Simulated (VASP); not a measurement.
# Nb (Fd-3m) in VASP: a series of runs

Nb is run at these levels: r2SCAN; tasks: single point, relaxation of cell and atoms.

All numbers are computed with VASP 6.6.1; they aren't measurements. Logs are shortened: lines on timing, memory, paths and dates and some standing lists are left out, and cuts for length are marked.

## Step 1: The cell of the first run

It takes space group Fd-3m (No. 227, cubic). Conventional cell: a = 5.857 Å, b = 5.857 Å, c = 5.857 Å, α = 90.00°, β = 90.00°, γ = 90.00°. Nb (site symmetry -43m) has 4 Nb at 2.54 Å within 3.3 Å.

This isn't the form of Nb at room conditions, which is bcc.

## Step 2: Single point, r2SCAN

Input file POSCAR:

```
Nb
1.0
    0.0000000000      2.9285435843      2.9285435843
    2.9285435843      0.0000000000      2.9285435843
    2.9285435843      2.9285435843      0.0000000000
Nb
2
Direct
    0.5000000000      0.5000000000      0.5000000000
    0.7500000000      0.7500000000      0.7500000000
```

Input file INCAR.step1:

```
  PREC = Accurate
  ENCUT = 520
  ISMEAR = 0
  SIGMA = 0.1
  LREAL = F
  LASPH = T
  NELM = 100
  NBANDS = 20
  GGA = PE
  ALGO = Normal
  EDIFF = 1E-4
  LWAVE = T
  LCHARG = F
```

Input file INCAR.step2:

```
  PREC = Accurate
  ENCUT = 520
  EDIFF = 1E-6
  ISMEAR = 0
  SIGMA = 0.1
  LREAL = F
  LASPH = T
  NELM = 100
  ALGO = Normal
  ISIF = 2
  LWAVE = F
  LCHARG = T
  METAGGA = R2SCAN
  LMIXTAU = T
  LELF = T
  LVHAR = T
  NBANDS = 20
  ISTART = 1
```

Input file KPOINTS:

```
Automatic mesh
0
Gamma
  6 6 6
```

Potentials or basis: VASP PAW PBE potentials, release 64 (Nb_sv).

Run with:

```bash
> cat potpaw_PBE.64/Nb_sv/POTCAR > POTCAR
> cp INCAR.step1 INCAR
> mpirun -np 1 vasp_std > vasp.out
> cp INCAR.step2 INCAR
> mpirun -np 1 vasp_std > vasp.out
```

OUTCAR:

```text
PREC = Accurate
   ENCUT = 520
   EDIFF = 1E-6
   ISMEAR = 0
   LREAL = F
   LASPH = T
   NELM = 100
   ISIF = 2
   METAGGA = R2SCAN
   ISTART = 1

 ion  position               nearest neighbor table
   1  0.500  0.500  0.500-   2 2.54   2 2.54   2 2.54   2 2.54
   2  0.750  0.750  0.750-   1 2.54   1 2.54   1 2.54   1 2.54

  LATTYP: Found a face centered cubic cell.
 ALAT       =     5.8570871686

  Lattice vectors:

 A1 = (   0.0000000000,   2.9285435843,   2.9285435843)
 A2 = (   2.9285435843,   0.0000000000,   2.9285435843)
 A3 = (   2.9285435843,   2.9285435843,   0.0000000000)

Analysis of symmetry for initial positions (statically):
=====================================================================
 Subroutine PRICEL returns:
 Original cell was already a primitive cell.

 Routine SETGRP: Setting up the symmetry group for a
 face centered cubic supercell.

 Subroutine GETGRP returns: Found 48 space group operations
 (whereof 24 operations were pure point group operations)
 out of a pool of 48 trial point group operations.

The static configuration has the point symmetry T_d .
 The point group associated with its full space group is O_h .

Analysis of symmetry for dynamics (positions and initial velocities):
=====================================================================
 Subroutine PRICEL returns:
 Original cell was already a primitive cell.

 Routine SETGRP: Setting up the symmetry group for a
 face centered cubic supercell.

 Subroutine GETGRP returns: Found 48 space group operations
 (whereof 24 operations were pure point group operations)
 out of a pool of 48 trial point group operations.

The dynamic configuration has the point symmetry T_d .
 The point group associated with its full space group is O_h .

 Subroutine INISYM returns: Found 48 space group operations
 (whereof 24 operations are pure point group operations),
 and found     1 'primitive' translations

----------------------------------------------------------------------------------------

                                     Primitive cell

  volume of cell :      50.2325

  direct lattice vectors                    reciprocal lattice vectors
     0.000000000  2.928543584  2.928543584    -0.170733331  0.170733331  0.170733331
     2.928543584  0.000000000  2.928543584     0.170733331 -0.170733331  0.170733331
[... 69 lines left out ...]
   ICHARG =      0    charge: 1-file 2-atom 10-const
   ISPIN  =      1    spin polarized calculation?
   LNONCOLLINEAR =      F non collinear calculations
   LSORBIT =      F    spin-orbit coupling
   LASPH  =      T    aspherical Exc in radial PAW
   ENCUT  =  520.0 eV  38.22 Ry    6.18 a.u.   7.70  7.70  7.70*2*pi/ulx,y,z
   NELM   =    100;   NELMIN=  2; NELMDL=  0     # of ELM steps
   EDIFF  = 0.1E-05   stopping-criterion for ELM
   LREAL  =      F    real-space projection
   EDIFFG = 0.1E-04   stopping-criterion for IOM
   NSW    =      0    number of steps for IOM
   IBRION =     -1    ionic relax: 0-MD 1-quasi-New 2-CG
   NFREE  =      0    steps in history (QN), initial steepest desc. (CG)
   ISIF   =      2    stress and relaxation
   ISYM   =      2    0-nonsym 1-usesym 2-fastsym
   POTIM  = 0.5000    time-step for ionic-motion
   TEBEG  =    0.0;   TEEND  =   0.0 temperature during run
   PSTRESS=    0.0 pullay stress
   NELECT =      26.0000    total number of electrons
   NUPDOWN=      -1.0000    fix difference up-down
   EMIN   =  10.00;   EMAX   =-10.00  energy-range for DOS
   EFERMI =   0.00;   METHOD = LEGACY
   ISMEAR =     0;   SIGMA  =   0.10  broadening in eV -4-tet -1-fermi 0-gaus
   EFERMI_NEDOS =   21; number of points for ismear=-14 and -15
   IALGO  =     38    algorithm
   IMIX   =      4    mixing-type and parameters
     AMIX     =   0.40;   BMIX     =  1.00
     AMIX_MAG =   1.60;   BMIX_MAG =  1.00
  volume/ion in A,a.u.               =      25.12       169.49
  Fermi-wavevector in a.u.,A,eV,Ry     =   1.314430  2.483913 23.507156  1.727727
  Thomas-Fermi vector in A             =   2.444684
   LORBIT       =      0    0 simple, 1 ext, 2 COOP (PROOUT), +10 PAW based schemes
   METAGGA = R2SCAN    functional components
   LHFCALC =     F    Hartree Fock is set to
   AEXX    =    0.0000 exact exchange contribution
   IVDW    =     0    specifies the selected vdW correction
   LEPSILON=     F    determine dielectric tensor
   LRPA    =     F    only Hartree local field effects (RPA)
 non-spin polarized calculation
 Gauss-broadening in eV      SIGMA  =   0.10
  energy-cutoff  :      520.00
  volume of cell :       50.23
 maximum number of plane-waves:      1363
   NGX = 15   NGY = 15   NGZ = 15

 number of electron      26.0000003 magnetization

 Free energy of the ion-electron system (eV)
  ---------------------------------------------------
  ext. energy  EPLUGINS =         0.00000000
  ---------------------------------------------------
  free energy    TOTEN  =       -44.33822964 eV

  energy without entropy =      -44.32322125  energy(sigma->0) =      -44.33072544

 E-fermi :   7.0228     XC(G=0): -11.1840

 val. band max:        6.9967884591   @ k =  -0.3333   0.3333   0.1667
 cond. band min:       7.0633890921   @ k =   0.5000   0.1667   0.0000
 fundamental gap:      0.0666006330
 Fermi energy:         7.0227848141

 k-point     1 :       0.0000    0.0000    0.0000
  band No.  band energies     occupation
      1     -49.2963      2.00000
      2     -48.4828      2.00000
      3     -25.0438      2.00000
      4     -25.0438      2.00000
      5     -25.0438      2.00000
      6     -23.7684      2.00000
[... 357 lines left out ...]
     19      12.2653      0.00000
     20      12.2653      0.00000

------------------------ aborting loop because EDIFF is reached ----------------------------------------

  FORCE on cell =-STRESS in cart. coord.  units (eV):
  Direction    XX          YY          ZZ          XY          YZ          ZX
  --------------------------------------------------------------------------------------
  -------------------------------------------------------------------------------------
  Total        0.0388129      0.0388129      0.0388129      0.0000000      0.0000000      0.0000000
  in kB        1.2379442      1.2379442      1.2379442      0.0000000      0.0000000      0.0000000
  external PRESSURE =       1.2379442 kB  Pullay stress =       0.0000000 kB

 VOLUME and BASIS-vectors are now :
 -----------------------------------------------------------------------------
  energy-cutoff  :      520.00
  volume of cell :       50.23
      direct lattice vectors                 reciprocal lattice vectors
     0.000000000  2.928543584  2.928543584    -0.170733331  0.170733331  0.170733331
     2.928543584  0.000000000  2.928543584     0.170733331 -0.170733331  0.170733331
     2.928543584  2.928543584  0.000000000     0.170733331  0.170733331 -0.170733331

 POSITION                                       TOTAL-FORCE (eV/Angst)
 -----------------------------------------------------------------------------------
      2.92854      2.92854      2.92854         0.000000      0.000000      0.000000
      4.39282      4.39282      4.39282        -0.000000     -0.000000     -0.000000
 -----------------------------------------------------------------------------------
    total drift:                               -0.000000     -0.000000      0.000000

  FREE ENERGIE OF THE ION-ELECTRON SYSTEM (eV)
  ---------------------------------------------------
  free  energy   TOTEN  =       -44.3382296391 eV

  energy  without entropy=      -44.3232212477  energy(sigma->0) =      -44.33072544
```

Wall time 45 s (1 thread of Intel Xeon Platinum 8488C (Sapphire Rapids), shared host); peak memory 0.18 GiB.

Results:

```
Free energy            : -44.3382 eV
Pressure               : 0.1 GPa
Band gap on the k mesh : zero (bands 13 and 14 overlap by 1.40 eV)
```

Caveat: the PAW data sets were made with another functional, which shifts forces and pressure a little.

## Step 3: Relaxation of cell and atoms, r2SCAN

This run uses another cell than the first one, of 20.86 Å³/atom.

Input file POSCAR:

```
Nb
1.0
    0.0000000000      2.7527353420      2.7527353420
    2.7527353420      0.0000000000      2.7527353420
    2.7527353420      2.7527353420      0.0000000000
Nb
2
Direct
    0.5000000000      0.5000000000      0.5000000000
    0.7500000000      0.7500000000      0.7500000000
```

Input file INCAR.step1:

```
  PREC = Accurate
  ENCUT = 600
  ISMEAR = 0
  SIGMA = 0.1
  LREAL = F
  LASPH = T
  NELM = 60
  GGA = PE
  ALGO = Normal
  EDIFF = 1E-4
  LWAVE = T
  LCHARG = F
```

Input file INCAR.step2:

```
  PREC = Accurate
  ENCUT = 600
  EDIFF = 1E-6
  ISMEAR = 0
  SIGMA = 0.1
  LREAL = F
  LASPH = T
  NELM = 60
  ALGO = Normal
  ISIF = 3
  LWAVE = F
  LCHARG = F
  METAGGA = R2SCAN
  LMIXTAU = T
  IBRION = 2
  NSW = 90
  EDIFFG = -0.04
  ISTART = 1
```

KPOINTS is that of step 2.

Potentials or basis: VASP PAW PBE potentials, release 64 (Nb_sv).

Run with:

```bash
> cat potpaw_PBE.64/Nb_sv/POTCAR > POTCAR
> cp INCAR.step1 INCAR
> mpirun -np 1 vasp_std > vasp.out
> cp INCAR.step2 INCAR
> mpirun -np 1 vasp_std > vasp.out
```

OUTCAR:

```text
PREC = Accurate
   ENCUT = 600
   EDIFF = 1E-6
   ISMEAR = 0
   LREAL = F
   LASPH = T
   NELM = 60
   ISIF = 3
   METAGGA = R2SCAN
   IBRION = 2
   NSW = 90
   EDIFFG = -0.04
   ISTART = 1

 ion  position               nearest neighbor table
   1  0.500  0.500  0.500-   2 2.38   2 2.38   2 2.38   2 2.38
   2  0.750  0.750  0.750-   1 2.38   1 2.38   1 2.38   1 2.38

  LATTYP: Found a face centered cubic cell.
 ALAT       =     5.5054706840

  Lattice vectors:

 A1 = (   0.0000000000,   2.7527353420,   2.7527353420)
 A2 = (   2.7527353420,   0.0000000000,   2.7527353420)
 A3 = (   2.7527353420,   2.7527353420,   0.0000000000)

Analysis of symmetry for initial positions (statically):
=====================================================================
 Subroutine PRICEL returns:
 Original cell was already a primitive cell.

 Routine SETGRP: Setting up the symmetry group for a
 face centered cubic supercell.

 Subroutine GETGRP returns: Found 48 space group operations
 (whereof 24 operations were pure point group operations)
 out of a pool of 48 trial point group operations.

The static configuration has the point symmetry T_d .
 The point group associated with its full space group is O_h .

Analysis of symmetry for dynamics (positions and initial velocities):
=====================================================================
 Subroutine PRICEL returns:
 Original cell was already a primitive cell.

 Routine SETGRP: Setting up the symmetry group for a
 face centered cubic supercell.

 Subroutine GETGRP returns: Found 48 space group operations
 (whereof 24 operations were pure point group operations)
 out of a pool of 48 trial point group operations.

The dynamic configuration has the point symmetry T_d .
 The point group associated with its full space group is O_h .

 Subroutine INISYM returns: Found 48 space group operations
 (whereof 24 operations are pure point group operations),
[... 93 lines left out ...]
   ISIF   =      3    stress and relaxation
   ISYM   =      2    0-nonsym 1-usesym 2-fastsym
   POTIM  = 0.5000    time-step for ionic-motion
   TEBEG  =    0.0;   TEEND  =   0.0 temperature during run
   PSTRESS=    0.0 pullay stress
   NELECT =      26.0000    total number of electrons
   NUPDOWN=      -1.0000    fix difference up-down
   EMIN   =  10.00;   EMAX   =-10.00  energy-range for DOS
   EFERMI =   0.00;   METHOD = LEGACY
   ISMEAR =     0;   SIGMA  =   0.10  broadening in eV -4-tet -1-fermi 0-gaus
   EFERMI_NEDOS =   21; number of points for ismear=-14 and -15
   IALGO  =     38    algorithm
   IMIX   =      4    mixing-type and parameters
     AMIX     =   0.40;   BMIX     =  1.00
     AMIX_MAG =   1.60;   BMIX_MAG =  1.00
  volume/ion in A,a.u.               =      20.86       140.76
  Fermi-wavevector in a.u.,A,eV,Ry     =   1.398379  2.642553 26.605692  1.955463
  Thomas-Fermi vector in A             =   2.521543
   LORBIT       =      0    0 simple, 1 ext, 2 COOP (PROOUT), +10 PAW based schemes
   METAGGA = R2SCAN    functional components
   LHFCALC =     F    Hartree Fock is set to
   AEXX    =    0.0000 exact exchange contribution
   IVDW    =     0    specifies the selected vdW correction
   LEPSILON=     F    determine dielectric tensor
   LRPA    =     F    only Hartree local field effects (RPA)
 conjugate gradient relaxation of ions
 non-spin polarized calculation
 Gauss-broadening in eV      SIGMA  =   0.10
  energy-cutoff  :      600.00
  volume of cell :       41.72
 maximum number of plane-waves:      1411
   NGX = 15   NGY = 15   NGZ = 15

--------------------------------------- Ionic step        1  -------------------------------------------

 number of electron      26.0000000 magnetization

 Free energy of the ion-electron system (eV)
  ---------------------------------------------------
  ext. energy  EPLUGINS =         0.00000000
  ---------------------------------------------------
  free energy    TOTEN  =       -43.87187039 eV

  energy without entropy =      -43.85127162  energy(sigma->0) =      -43.86157100

------------------------ aborting loop because EDIFF is reached ----------------------------------------

  FORCE on cell =-STRESS in cart. coord.  units (eV):
  Direction    XX          YY          ZZ          XY          YZ          ZX
  --------------------------------------------------------------------------------------
  -------------------------------------------------------------------------------------
  Total        4.9930924      4.9930924      4.9930924     -0.0000000      0.0000000     -0.0000000
  in kB      191.7594653    191.7594653    191.7594653     -0.0000000      0.0000000     -0.0000000
  external PRESSURE =     191.7594653 kB  Pullay stress =       0.0000000 kB
[... 95 lines left out ...]
--------------------------------------- Ionic step        4  -------------------------------------------

 number of electron      26.0000003 magnetization

 Free energy of the ion-electron system (eV)
  ---------------------------------------------------
  ext. energy  EPLUGINS =         0.00000000
  ---------------------------------------------------
  free energy    TOTEN  =       -44.33429882 eV

  energy without entropy =      -44.31909054  energy(sigma->0) =      -44.32669468

 E-fermi :   6.9940     XC(G=0): -11.1697

 val. band max:        6.9700515005   @ k =  -0.3333   0.3333   0.1667
 cond. band min:       7.0338220519   @ k =   0.5000   0.1667   0.0000
 fundamental gap:      0.0637705514
 Fermi energy:         6.9940372927

 k-point     1 :       0.0000    0.0000    0.0000
  band No.  band energies     occupation
      1     -49.3225      2.00000
      2     -48.5162      2.00000
      3     -25.0681      2.00000
      4     -25.0681      2.00000
      5     -25.0681      2.00000
      6     -23.8008      2.00000
[... 338 lines left out ...]
  FREE ENERGIE OF THE ION-ELECTRON SYSTEM (eV)
  ---------------------------------------------------
  free  energy   TOTEN  =       -44.3342988184 eV

  energy  without entropy=      -44.3190905383  energy(sigma->0) =      -44.32669468

 reached required accuracy - stopping structural energy minimisation
```

It took 2.7 min on 1 thread of Intel Xeon Platinum 8488C (Sapphire Rapids), shared host; peak memory 0.2 GiB.

What came out:

- Free energy: -44.3343 eV
- Relaxed volume: 25.18 Å³/atom
- Relaxed cell: a = 4.145 Å, b = 4.145 Å, c = 4.145 Å, α = 60.00°, β = 60.00°, γ = 60.00°
- Space group after relaxing (to 0.1 Å): Fd-3m (No. 227)
- Energy gained by relaxing: 231.2 meV/atom
- Ionic steps: 4
- Pressure after relaxing: -0.1 GPa
- Band gap on the k mesh: zero (bands 13 and 14 overlap by 1.39 eV)

The path:
```
step  energy change (eV)  largest force (eV/Å)  pressure (GPa)  volume (Å³)
   1              0.0000                0.0000           19.18        41.72
   2             -0.2297                0.0000           -7.66        58.68
   3             -0.4620                0.0000           -0.44        50.62
   4             -0.4624                0.0000           -0.08        50.37
```

Final structure:
```
CELL_PARAMETERS angstrom
0.00000 2.93118 2.93118
2.93118 0.00000 2.93118
2.93118 2.93118 0.00000
ATOMIC_POSITIONS crystal
Nb 0.50000 0.50000 0.50000
Nb 0.75000 0.75000 0.75000
```

Levels at points of the mesh, in eV from the Fermi level:
```csv
k point,band 9,band 10,band 11,band 12,band 13,band 14,band 15,band 16,band 17
"(0.00, 0.00, 0.00)",-4.66,-1.55,-1.55,-0.64,-0.64,-0.64,2.04,2.04,2.04
"(0.50, 0.00, 0.00)",-1.86,-1.71,-1.37,-1.37,-0.87,-0.87,0.72,3.22,3.22
"(0.50, 0.50, 0.00)",-2.56,-2.56,-0.81,-0.81,0.44,0.44,1.41,1.41,5.00
```

Caveat: the volume moved by over 15 % at a fixed basis, so the end points are rough; the PAW data sets were made with another functional, which shifts forces and pressure a little.
